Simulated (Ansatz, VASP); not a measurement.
**One calculation of Sb3S2, two programs**

```
Sb S
1.0
     2.02112    1.16689    9.34346
    -2.02112    1.16689    9.34346
     0.00000   -2.33378    9.34346
Sb S
3 2
Direct
  0.00000 0.00000 0.00000
  0.19662 0.19662 0.19662
  0.80338 0.80338 0.80338
  0.38754 0.38754 0.38754
  0.61246 0.61246 0.61246
```

Alike in both runs: functional PBE; k mesh 12 × 12 × 12; occupations gaussian, width 0.1 eV; no spin polarisation.

Ansatz relaxed the structure, and its values are those at the end. VASP's run is a single point on that final structure, the one shown.

|  | VASP | Ansatz |
| --- | --- | --- |
| version | VASP 6.6.1 | Ansatz 0.2.0 |
| potentials or method | VASP PAW PBE potentials, release 64 (Sb, S), cutoff 520 eV | scalar-relativistic, plane waves, PAW |
| valence electrons in the cell | 27 | 57 |

Ansatz gave:

- gap on the k mesh at the Fermi level (eV): none
- pressure (GPa): 0.0
- rms of the force components (eV/Å): 0.001

Q: What did VASP give for the same quantities?

A: gap on the k mesh at the Fermi level (eV): none; pressure (GPa): -0.1; rms of the force components (eV/Å): 0.015.

A gap of «none» marks a metal or a gap that the smearing closes. VASP's potentials hold 27 valence electrons a cell and Ansatz's 57, so a difference there can come from the potentials and not from the codes.

Spin-orbit coupling is off throughout.
